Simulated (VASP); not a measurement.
# HfO2 (Fm-3m) in VASP: further runs, part 2 of 2

VASP 6.6.1. Earlier steps stand in the parts before.

### Step 3. Vibrations by perturbation theory, PBE

This run uses another cell than the first one, of 10.14 Å³/atom.

INCAR

```
SYSTEM = HfO2
PREC = Accurate
ENCUT = 520
EDIFF = 1E-8
ISMEAR = 0
SIGMA = 0.01
LREAL = .False.
LASPH = .True.
NELM = 60
ALGO = Normal
ISIF = 2
LWAVE = .False.
LCHARG = .False.
GGA = PE
NBANDS = 18
IBRION = 8
NSW = 1
LEPSILON = .True.
```

KPOINTS

```
Automatic mesh
0
Gamma
  8 8 8
  0 0 0
```

POSCAR

```
HfO2
1.0
    0.0000000000      2.4775816035      2.4775816035
    2.4775816035      0.0000000000      2.4775816035
    2.4775816035      2.4775816035      0.0000000000
Hf O
1 2
Direct
    0.0000000000      0.0000000000      0.0000000000
    0.2500000000      0.2500000000      0.2500000000
    0.7500000000      0.7500000000      0.7500000000
```

Potentials or basis: VASP PAW PBE potentials, release 64 (Hf_pv, O).

Launch:

```sh
$ cat potpaw_PBE.64/Hf_pv/POTCAR potpaw_PBE.64/O/POTCAR > POTCAR
$ mpirun -np 1 vasp_std > vasp.out
```

OUTCAR:

```text
SYSTEM = HfO2
   PREC = Accurate
   ENCUT = 520
   EDIFF = 1E-8
   ISMEAR = 0
   LREAL = .False.
   LASPH = .True.
   NELM = 60
   ISIF = 2
   GGA = PE
   IBRION = 8
   NSW = 1
   LEPSILON = .True.

 ion  position               nearest neighbor table
   1  0.000  0.000  0.000-   3 2.15   3 2.15   3 2.15   2 2.15   3 2.15   2 2.15   2 2.15   2 2.15

   2  0.250  0.250  0.250-   1 2.15   1 2.15   1 2.15   1 2.15
   3  0.750  0.750  0.750-   1 2.15   1 2.15   1 2.15   1 2.15

  LATTYP: Found a face centered cubic cell.
 ALAT       =     4.9551632070

  Lattice vectors:

 A1 = (   0.0000000000,   2.4775816035,   2.4775816035)
 A2 = (   2.4775816035,   0.0000000000,   2.4775816035)
 A3 = (   2.4775816035,   2.4775816035,   0.0000000000)

Analysis of symmetry for initial positions (statically):
=====================================================================
 Subroutine PRICEL returns:
 Original cell was already a primitive cell.

 Routine SETGRP: Setting up the symmetry group for a
 face centered cubic supercell.

 Subroutine GETGRP returns: Found 48 space group operations
 (whereof 48 operations were pure point group operations)
 out of a pool of 48 trial point group operations.

The static configuration has the point symmetry O_h .

Analysis of symmetry for dynamics (positions and initial velocities):
=====================================================================
 Subroutine PRICEL returns:
 Original cell was already a primitive cell.

 Routine SETGRP: Setting up the symmetry group for a
 face centered cubic supercell.

 Subroutine GETGRP returns: Found 48 space group operations
 (whereof 48 operations were pure point group operations)
 out of a pool of 48 trial point group operations.

The dynamic configuration has the point symmetry O_h .

 Subroutine INISYM returns: Found 48 space group operations
 (whereof 48 operations are pure point group operations),
 and found     1 'primitive' translations

----------------------------------------------------------------------------------------

                                     Primitive cell

  volume of cell :      30.4168

  direct lattice vectors                    reciprocal lattice vectors
     0.000000000  2.477581604  2.477581604    -0.201809700  0.201809700  0.201809700
     2.477581604  0.000000000  2.477581604     0.201809700 -0.201809700  0.201809700
     2.477581604  2.477581604  0.000000000     0.201809700  0.201809700 -0.201809700

  length of vectors
     3.503829506  3.503829506  3.503829506     0.349544654  0.349544654  0.349544654

[... 714 lines left out ...]
  ---------------------------------------------------
  ---------------------------------------------------
  free energy    TOTEN  =        -0.36897151 eV

  energy without entropy =       -0.36897151

------------------------ aborting loop because EDIFF is reached ----------------------------------------

 INTERNAL STRAIN TENSOR  FOR ION    2  DIRECTION 1   (eV/Angst):
 -----------------------------------------------------------------------------
    -0.00113  0.00000  0.00000
     0.00000  0.00064-11.01713
     0.00000-11.01713  0.00064

 MACROSCOPIC STATIC DIELECTRIC TENSOR (including local field effects in DFT)
 ------------------------------------------------------
           5.208066    -0.000000     0.000000
          -0.000000     5.208066     0.000000
          -0.000000    -0.000000     5.208066
 ------------------------------------------------------

 PIEZOELECTRIC TENSOR (including local field effects)  for field in x, y, z        (e  Angst)
          XX          YY          ZZ          XY          YZ          ZX
  --------------------------------------------------------------------------------
  x     0.00000     0.00000     0.00000     0.00000     0.00000     0.00000
  y     0.00000     0.00000     0.00000     0.00000     0.00000     0.00000
  z     0.00000     0.00000     0.00000     0.00000     0.00000     0.00000

 PIEZOELECTRIC TENSOR (including local field effects)  for field in x, y, z        (C/m^2)
          XX          YY          ZZ          XY          YZ          ZX
  --------------------------------------------------------------------------------
  x     0.00000     0.00000     0.00000     0.00000     0.00000     0.00000
  y     0.00000     0.00000     0.00000     0.00000     0.00000     0.00000
  z     0.00000     0.00000     0.00000     0.00000     0.00000     0.00000

 BORN EFFECTIVE CHARGES (including local field effects) (in |e|, cummulative output)
 ---------------------------------------------------------------------------------
 ion    1
    1     5.53849     0.00000     0.00000
    2     0.00000     5.53849     0.00000
    3     0.00000     0.00000     5.53849
 ion    2
    1    -2.76925     0.00000     0.00000
    2     0.00000    -2.76925     0.00000
    3     0.00000     0.00000    -2.76925
 ion    3
    1    -2.76925     0.00000     0.00000
    2     0.00000    -2.76925     0.00000
    3     0.00000     0.00000    -2.76925

 INTERNAL STRAIN TENSOR FOR ION    3 for displacements in x,y,z  (eV/Angst):
          X           Y           Z          XY          YZ          ZX
  --------------------------------------------------------------------------------
  x     0.00000     0.00000     0.00000     0.00000    11.01713     0.00000
  y     0.00000     0.00000     0.00000     0.00000     0.00000    11.01713
  z     0.00000     0.00000     0.00000    11.01713     0.00000     0.00000

 SECOND DERIVATIVES (NOT SYMMETRIZED)
 ------------------------------------
               1X          1Y          1Z          2X          2Y          2Z          3X          3Y          3Z
  1X    -8.817124    0.000000    0.000000    4.408562    0.000000    0.000000    4.408562    0.000000    0.000000
  1Y     0.000000   -8.817124    0.000000    0.000000    4.408562    0.000000    0.000000    4.408562    0.000000
  1Z     0.000000    0.000000   -8.817124    0.000000    0.000000    4.408562    0.000000    0.000000    4.408562
  2X     4.428804    0.000000    0.000000  -14.112668    0.000000    0.000000    9.683864    0.000000    0.000000
  2Y     0.000000    4.428804    0.000000    0.000000  -14.112668    0.000000    0.000000    9.683864    0.000000
  2Z     0.000000    0.000000    4.428804    0.000000    0.000000  -14.112668    0.000000    0.000000    9.683864
  3X     4.428804    0.000000    0.000000    9.683864    0.000000    0.000000  -14.112668    0.000000    0.000000
  3Y     0.000000    4.428804    0.000000    0.000000    9.683864    0.000000    0.000000  -14.112668    0.000000
  3Z     0.000000    0.000000    4.428804    0.000000    0.000000    9.683864    0.000000    0.000000  -14.112668

 Eigenvectors and eigenvalues of the dynamical matrix
 ----------------------------------------------------

   1 f  =   19.065472 THz   119.791896 2PiTHz  635.955706 cm-1    78.848423 meV
             X         Y         Z           dx          dy          dz
      0.000000  0.000000  0.000000     0.000000    0.000000   -0.000000
      1.238791  1.238791  1.238791    -0.039796    0.705986    0.000000
      3.716372  3.716372  3.716372     0.039796   -0.705986    0.000000
[... 43 lines left out ...]
   9 f/i=    0.007331 THz     0.046064 2PiTHz    0.244545 cm-1     0.030320 meV
             X         Y         Z           dx          dy          dz
      0.000000  0.000000  0.000000    -0.056188   -0.046224   -0.918297
      1.238791  1.238791  1.238791    -0.016784   -0.013808   -0.274310
      3.716372  3.716372  3.716372    -0.016784   -0.013808   -0.274310

--------------------------------------------------------------------------------------------------------

 MACROSCOPIC STATIC DIELECTRIC TENSOR IONIC CONTRIBUTION
 ------------------------------------------------------
          20.665364     0.000000    -0.000000
           0.000000    20.665364    -0.000000
          -0.000000    -0.000000    20.665364
 ------------------------------------------------------

 ELASTIC MODULI CONTR FROM IONIC RELAXATION (kBar)
 Direction    XX          YY          ZZ          XY          YZ          ZX
 --------------------------------------------------------------------------------
 XX          -0.0000     -0.0000     -0.0000     -0.0000     -0.0000     -0.0000
 YY          -0.0000     -0.0000     -0.0000     -0.0000     -0.0000     -0.0000
 ZZ          -0.0000     -0.0000     -0.0000     -0.0000     -0.0000     -0.0000
 XY          -0.0000     -0.0000     -0.0000   -537.3412     -0.0000     -0.0000
 YZ          -0.0000     -0.0000     -0.0000     -0.0000   -537.3412     -0.0000
 ZX          -0.0000     -0.0000     -0.0000     -0.0000     -0.0000   -537.3412
 --------------------------------------------------------------------------------

 PIEZOELECTRIC TENSOR IONIC CONTR  for field in x, y, z        (C/m^2)
          XX          YY          ZZ          XY          YZ          ZX
  --------------------------------------------------------------------------------
  x    -0.00000    -0.00000    -0.00000    -0.00000    -0.00000    -0.00000
  y    -0.00000    -0.00000    -0.00000    -0.00000    -0.00000    -0.00000
  z     0.00000     0.00000    -0.00000     0.00000    -0.00000    -0.00000
```

It took 8.1 min on 1 thread of Intel Xeon 8259CL, shared host; peak memory 0.33 GiB.

What came out:

```yaml
Electronic_dielectric_tensor_diagonal: 5.21
Born_charges_mean_of_the_diagonal: Hf +5.54; O -2.77 e
Highest_phonon_frequency_at_Γ_LO-TO_splitting_left_out: 636 cm⁻¹
```

Phonon frequencies in cm⁻¹ (negative: imaginary):
```
              q point                    frequencies
(0.000, 0.000, 0.000)  0 0 0 298 298 298 636 636 636
```

Electronic dielectric tensor:
```
5.21 0.00 0.00
0.00 5.21 0.00
0.00 0.00 5.21
```

Born effective charge tensors (e):
atom 1, Hf
```
5.54 0.00 0.00
0.00 5.54 0.00
0.00 0.00 5.54
```
atom 2, O
```
-2.77  0.00  0.00
 0.00 -2.77  0.00
 0.00  0.00 -2.77
```
atom 3, O
```
-2.77  0.00  0.00
 0.00 -2.77  0.00
 0.00  0.00 -2.77
```

Caveat: the cell stands under pressure or tension, which shifts response properties; spin-orbit coupling is left out, which moves the levels of the heavy elements.

### Step 4. Vibrations by perturbation theory, PBE

This run uses another cell than the first one, of 10.79 Å³/atom.

INCAR

```
  PREC = Accurate
  ENCUT = 520
  EDIFF = 1E-8
  ISMEAR = 0
  SIGMA = 0.01
  LREAL = F
  LASPH = T
  NELM = 80
  ALGO = Normal
  ISIF = 2
  LWAVE = F
  LCHARG = T
  GGA = PE
  IBRION = 8
  NSW = 1
  LEPSILON = T
```

KPOINTS

```
regular mesh
0
Gamma
  8 8 8
```

POSCAR

```
HfO2
1.0
    0.0000000000      2.5291489567      2.5291489567
    2.5291489567      0.0000000000      2.5291489567
    2.5291489567      2.5291489567      0.0000000000
Hf O
1 2
Direct
    0.0000000000      0.0000000000      0.0000000000
    0.2500000000      0.2500000000      0.2500000000
    0.7500000000      0.7500000000      0.7500000000
```

Potentials or basis: VASP PAW PBE potentials, release 64 (Hf_pv, O).

Launch:

```sh
$ cat potpaw_PBE.64/Hf_pv/POTCAR potpaw_PBE.64/O/POTCAR > POTCAR
$ mpirun -np 1 vasp_std > vasp.out
```

OUTCAR:

```text
PREC = Accurate
   ENCUT = 520
   EDIFF = 1E-8
   ISMEAR = 0
   LREAL = F
   LASPH = T
   NELM = 80
   ISIF = 2
   GGA = PE
   IBRION = 8
   NSW = 1
   LEPSILON = T

 ion  position               nearest neighbor table
   1  0.000  0.000  0.000-   3 2.19   3 2.19   3 2.19   2 2.19   2 2.19   2 2.19   3 2.19   2 2.19

   2  0.250  0.250  0.250-   1 2.19   1 2.19   1 2.19   1 2.19
[... 819 lines left out ...]
   9 f/i=    0.004704 THz     0.029554 2PiTHz    0.156895 cm-1     0.019452 meV
             X         Y         Z           dx          dy          dz
      0.000000  0.000000  0.000000     0.626681   -0.674053   -0.020349
      1.264574  1.264574  1.264574     0.187980   -0.202190   -0.006104
      3.793723  3.793723  3.793723     0.187980   -0.202190   -0.006104

--------------------------------------------------------------------------------------------------------

 MACROSCOPIC STATIC DIELECTRIC TENSOR IONIC CONTRIBUTION
 ------------------------------------------------------
          31.255583    -0.000000    -0.000000
          -0.000000    31.255583     0.000000
          -0.000000     0.000000    31.255583
 ------------------------------------------------------

 ELASTIC MODULI CONTR FROM IONIC RELAXATION (kBar)
 Direction    XX          YY          ZZ          XY          YZ          ZX
 --------------------------------------------------------------------------------
 XX          -0.0000     -0.0000     -0.0000     -0.0000      0.0000     -0.0000
 YY          -0.0000     -0.0000     -0.0000     -0.0000     -0.0000      0.0000
 ZZ          -0.0000     -0.0000     -0.0000     -0.0000     -0.0000     -0.0000
 XY          -0.0000     -0.0000     -0.0000   -268.4167     -0.0000     -0.0000
 YZ           0.0000     -0.0000     -0.0000     -0.0000   -268.4167      0.0000
 ZX          -0.0000      0.0000     -0.0000     -0.0000      0.0000   -268.4167
 --------------------------------------------------------------------------------

 PIEZOELECTRIC TENSOR IONIC CONTR  for field in x, y, z        (C/m^2)
          XX          YY          ZZ          XY          YZ          ZX
  --------------------------------------------------------------------------------
  x     0.00000     0.00000     0.00000    -0.00000     0.00000     0.00000
  y     0.00000    -0.00000    -0.00000    -0.00000    -0.00000     0.00000
  z     0.00000     0.00000     0.00000     0.00000     0.00000     0.00000
```

It took 10 min on 1 thread of Intel Xeon 8259CL, shared host; peak memory 0.26 GiB.

Results:

* Electronic dielectric tensor (diagonal): 5.24
* Born charges (mean of the diagonal): Hf +5.52; O -2.76 e
* Highest phonon frequency at Γ, LO-TO splitting left out: 579 cm⁻¹

Phonon frequencies in cm⁻¹ (negative: imaginary):
```
              q point                    frequencies
(0.000, 0.000, 0.000)  0 0 0 233 233 233 579 579 579
```

Electronic dielectric tensor:
```
5.24 0.00 0.00
0.00 5.24 0.00
0.00 0.00 5.24
```

Born effective charge tensors (e):
atom 1, Hf
```
5.52 0.00 0.00
0.00 5.52 0.00
0.00 0.00 5.52
```
atom 2, O
```
-2.76  0.00  0.00
 0.00 -2.76  0.00
 0.00  0.00 -2.76
```
atom 3, O
```
-2.76  0.00  0.00
 0.00 -2.76  0.00
 0.00  0.00 -2.76
```

Caveat: the cell stands under pressure or tension, which shifts response properties; spin-orbit coupling is left out, which moves the levels of the heavy elements.
